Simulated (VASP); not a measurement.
# Sb (Fm-3m) in VASP: notebook, part 2 of 2

VASP 6.6.1. Earlier steps stand in the parts before.

### 3 Single point, LDA, non-collinear spin, zero start, spin-orbit coupling

File INCAR:

```
ALGO = Normal ; EDIFF = 1E-6
ENCUT = 520 ; GGA_COMPAT = F
ISIF = 2 ; ISMEAR = -1
LASPH = T ; LCHARG = F
LORBIT = 11 ; LORBMOM = T
LREAL = F ; LSORBIT = T
LWAVE = F ; MAGMOM = 0 0 0
NBANDS = 16 ; NELM = 150
PREC = Accurate ; SIGMA = 0.05
```

File KPOINTS:

```
k-points
0
Gamma
  7 7 7
```

File POSCAR:

```
Sb
1.0
    0.0000000000      2.3712425216      2.3712425216
    2.3712425216      0.0000000000      2.3712425216
    2.3712425216      2.3712425216      0.0000000000
Sb
1
Direct
    0.0000000000      0.0000000000      0.0000000000
```

Potentials or basis: VASP PAW LDA potentials, release 64 (Sb).

The run is started by

```
cat potpaw_LDA.64/Sb/POTCAR > POTCAR
mpirun -np 1 vasp_ncl > vasp.out
```

OUTCAR:

```text
EDIFF = 1E-6
   ENCUT = 520
   ISIF = 2
   ISMEAR = -1
   LASPH = T
   LORBIT = 11
   LREAL = F
   LSORBIT = T
   NELM = 150
   PREC = Accurate

 ion  position               nearest neighbor table
   1  0.000  0.000  0.000-

  LATTYP: Found a face centered cubic cell.
 ALAT       =     4.7424850432

  Lattice vectors:

 A1 = (   0.0000000000,   2.3712425216,   2.3712425216)
 A2 = (   2.3712425216,   0.0000000000,   2.3712425216)
 A3 = (   2.3712425216,   2.3712425216,   0.0000000000)

Analysis of symmetry for initial positions (statically):
=====================================================================
 Subroutine PRICEL returns:
 Original cell was already a primitive cell.

 Routine SETGRP: Setting up the symmetry group for a
 face centered cubic supercell.

 Subroutine GETGRP returns: Found 48 space group operations
[... 9 lines left out ...]

 Routine SETGRP: Setting up the symmetry group for a
 face centered cubic supercell.

 Subroutine GETGRP returns: Found 48 space group operations
 (whereof 48 operations were pure point group operations)
 out of a pool of 48 trial point group operations.

The dynamic configuration has the point symmetry O_h .

Analysis of structural, dynamic, and magnetic symmetry:
=====================================================================
 Subroutine PRICEL returns:
 Original cell was already a primitive cell.

 Routine SETGRP: Setting up the symmetry group for a
 face centered cubic supercell.

 Subroutine GETGRP returns: Found 48 space group operations
 (whereof 48 operations were pure point group operations)
 out of a pool of 48 trial point group operations.

The overall configuration has the point symmetry O_h .

 Subroutine INISYM returns: Found 48 space group operations
[... 5 lines left out ...]
                                     Primitive cell

  volume of cell :      26.6660

  direct lattice vectors                    reciprocal lattice vectors
     0.000000000  2.371242522  2.371242522    -0.210859916  0.210859916  0.210859916
     2.371242522  0.000000000  2.371242522     0.210859916 -0.210859916  0.210859916
     2.371242522  2.371242522  0.000000000     0.210859916  0.210859916 -0.210859916

  length of vectors
     3.353443334  3.353443334  3.353443334     0.365220089  0.365220089  0.365220089

  position of ions in fractional coordinates (direct lattice)
     0.000000000  0.000000000  0.000000000

  ion indices of the primitive-cell ions
   primitive index   ion index
                 1           1

----------------------------------------------------------------------------------------

 KPOINTS: k-points

Automatic generation of k-mesh.
 Grid dimensions read from file:
 generate k-points for:    7    7    7

 Generating k-lattice:

  Cartesian coordinates                     Fractional coordinates (reciprocal lattice)
    -0.030122845  0.030122845  0.030122845     0.142857143  0.000000000  0.000000000
     0.030122845 -0.030122845  0.030122845     0.000000000  0.142857143  0.000000000
     0.030122845  0.030122845 -0.030122845     0.000000000  0.000000000  0.142857143
[... 74 lines left out ...]
  Fermi-wavevector in a.u.,A,eV,Ry     =   0.937013  1.770697 11.945820  0.877993
  Thomas-Fermi vector in A             =   2.064081
   LORBIT       =     11    0 simple, 1 ext, 2 COOP (PROOUT), +10 PAW based schemes
   GGA     = CA    functional components
   LHFCALC =     F    Hartree Fock is set to
   AEXX    =    0.0000 exact exchange contribution
   IVDW    =     0    specifies the selected vdW correction
   LEPSILON=     F    determine dielectric tensor
   LRPA    =     F    only Hartree local field effects (RPA)
  energy-cutoff  :      520.00
  volume of cell :       26.67
 maximum number of plane-waves:      1452
 NGX is ok and might be reduce to    28
   NGX = 13   NGY = 13   NGZ = 13

 number of electron       5.0000000 magnetization      -0.0000000     -0.0000000     -0.0000000

 number of electron       5.0000000 magnetization       0.0000000      0.0000000      0.0000000

 Free energy of the ion-electron system (eV)
  ---------------------------------------------------
  ext. energy  EPLUGINS =         0.00000000
  ---------------------------------------------------
  free energy    TOTEN  =        -4.58680296 eV

  energy without entropy =       -4.57031940  energy(sigma->0) =       -4.57856118

 E-fermi :   8.2803     XC(G=0): -10.4142

 val. band max:        8.1983370212   @ k =   0.2857   0.1429   0.0000
 cond. band min:       8.2841144264   @ k =   0.4286   0.2857   0.0000
 fundamental gap:      0.0857774052
 Fermi energy:         8.2803054114

 k-point     1 :       0.0000    0.0000    0.0000
  band No.  band energies     occupation
      1      -4.4793      1.00000
      2      -4.4793      1.00000
      3      12.9950      0.00000
      4      12.9950      0.00000
      5      14.2369      0.00000
      6      14.2369      0.00000
[... 357 lines left out ...]
      3       4.9293      1.00000
      4       4.9293      1.00000
      5       5.3982      1.00000
      6       5.3982      1.00000
[... 8 lines left out ...]
     15      20.9559      0.00000
     16      20.9559      0.00000

------------------------ aborting loop because EDIFF is reached ----------------------------------------

  FORCE on cell =-STRESS in cart. coord.  units (eV):
  Direction    XX          YY          ZZ          XY          YZ          ZX
  --------------------------------------------------------------------------------------
  -------------------------------------------------------------------------------------
  Total       -0.3776873     -0.3776873     -0.3776873     -0.0000000      0.0000000     -0.0000000
  in kB      -22.6926434    -22.6926434    -22.6926434     -0.0000000      0.0000000     -0.0000000
  external PRESSURE =     -22.6926434 kB  Pullay stress =       0.0000000 kB

 VOLUME and BASIS-vectors are now :
 -----------------------------------------------------------------------------
  energy-cutoff  :      520.00
  volume of cell :       26.67
      direct lattice vectors                 reciprocal lattice vectors
     0.000000000  2.371242522  2.371242522    -0.210859916  0.210859916  0.210859916
     2.371242522  0.000000000  2.371242522     0.210859916 -0.210859916  0.210859916
     2.371242522  2.371242522  0.000000000     0.210859916  0.210859916 -0.210859916

 POSITION                                       TOTAL-FORCE (eV/Angst)
 -----------------------------------------------------------------------------------
      0.00000      0.00000      0.00000         0.000000     -0.000000     -0.000000
 -----------------------------------------------------------------------------------
    total drift:                               -0.000000     -0.000000     -0.000000

  FREE ENERGIE OF THE ION-ELECTRON SYSTEM (eV)
  ---------------------------------------------------
  free  energy   TOTEN  =        -4.5868029620 eV

  energy  without entropy=       -4.5703194013  energy(sigma->0) =       -4.57856118

 orbital moment (x)

 # of ion     p       d       tot
 ----------------------------------------
  1         0.000   0.000   0.000
 ----------------------------------------
            0.000   0.000   0.000

 orbital moment (y)

 # of ion     p       d       tot
 ----------------------------------------
  1         0.000  -0.000   0.000
 ----------------------------------------
            0.000  -0.000   0.000

 orbital moment (z)

 # of ion     p       d       tot
 ----------------------------------------
  1         0.000   0.000   0.000
 ----------------------------------------
            0.000   0.000   0.000

 Spin-Orbit-Coupling matrix elements

 Ion:    1  E_soc:     -0.1461986
 l=   1
     0.0000000    -0.0240528    -0.0240528
    -0.0240528     0.0000000    -0.0240528
    -0.0240528    -0.0240528     0.0000000
 l=   2
     0.0000000    -0.0000781     0.0000000    -0.0000781    -0.0002355
    -0.0000781     0.0000000    -0.0001766    -0.0000781    -0.0000589
     0.0000000    -0.0001766     0.0000000    -0.0001766     0.0000000
    -0.0000781    -0.0000781    -0.0001766     0.0000000    -0.0000589
    -0.0002355    -0.0000589     0.0000000    -0.0000589     0.0000000
 l=   3
     0.0000000     0.0000000     0.0000000     0.0000000     0.0000000     0.0000000     0.0000000
     0.0000000     0.0000000     0.0000000     0.0000000     0.0000000     0.0000000     0.0000000
     0.0000000     0.0000000     0.0000000     0.0000000     0.0000000     0.0000000     0.0000000
     0.0000000     0.0000000     0.0000000     0.0000000     0.0000000     0.0000000     0.0000000
     0.0000000     0.0000000     0.0000000     0.0000000     0.0000000     0.0000000     0.0000000
     0.0000000     0.0000000     0.0000000     0.0000000     0.0000000     0.0000000     0.0000000
     0.0000000     0.0000000     0.0000000     0.0000000     0.0000000     0.0000000     0.0000000

 total charge

# of ion       s       p       d       tot
------------------------------------------
    1        1.264   1.053   0.044   2.361

 magnetization (x)

# of ion       s       p       d       tot
------------------------------------------
    1       -0.000   0.000   0.000  -0.000

 magnetization (y)

# of ion       s       p       d       tot
------------------------------------------
    1       -0.000   0.000   0.000  -0.000

 magnetization (z)

# of ion       s       p       d       tot
------------------------------------------
    1        0.000  -0.000   0.000  -0.000
```

OSZICAR:

```text
N       E                     dE             d eps       ncg     rms          rms(c)
DAV:   1     0.122620694882E+02    0.12262E+02   -0.16712E+03   640   0.484E+02
DAV:   2    -0.392965229547E+01   -0.16192E+02   -0.15526E+02   848   0.883E+01
DAV:   3    -0.458957069356E+01   -0.65992E+00   -0.64627E+00   832   0.167E+01
DAV:   4    -0.459414827688E+01   -0.45776E-02   -0.45767E-02   800   0.177E+00
DAV:   5    -0.459419849124E+01   -0.50214E-04   -0.50213E-04   792   0.190E-01    0.214E+00
DAV:   6    -0.458935808626E+01    0.48404E-02   -0.16005E-03   744   0.201E-01    0.124E+00
DAV:   7    -0.458730547330E+01    0.20526E-02   -0.98840E-04   768   0.159E-01    0.723E-01
DAV:   8    -0.458681154451E+01    0.49393E-03   -0.50473E-04   720   0.114E-01    0.148E-02
DAV:   9    -0.458680299349E+01    0.85510E-05   -0.11654E-05   720   0.245E-02    0.380E-03
DAV:  10    -0.458680296201E+01    0.31487E-07   -0.15464E-07   664   0.361E-03
   1 F= -.45868030E+01 E0= -.45785612E+01  d E =-.164836E-01  mag=    -0.0000    -0.0000    -0.0000
```

It took 30 s on 1 thread of AMD EPYC 7R13, shared host; peak memory 0.17 GiB.

Results:

| Quantity | Value |
| --- | --- |
| Free energy | -4.5868 eV |
| Pressure | -2.3 GPa |
| Net moment | 0.00 μB per cell |
| Valence electrons inside the program's atomic spheres | Sb 2.36 |

Moments on the atoms (μB; x, y, z):
```
Sb  0.00 0.00 0.00
```
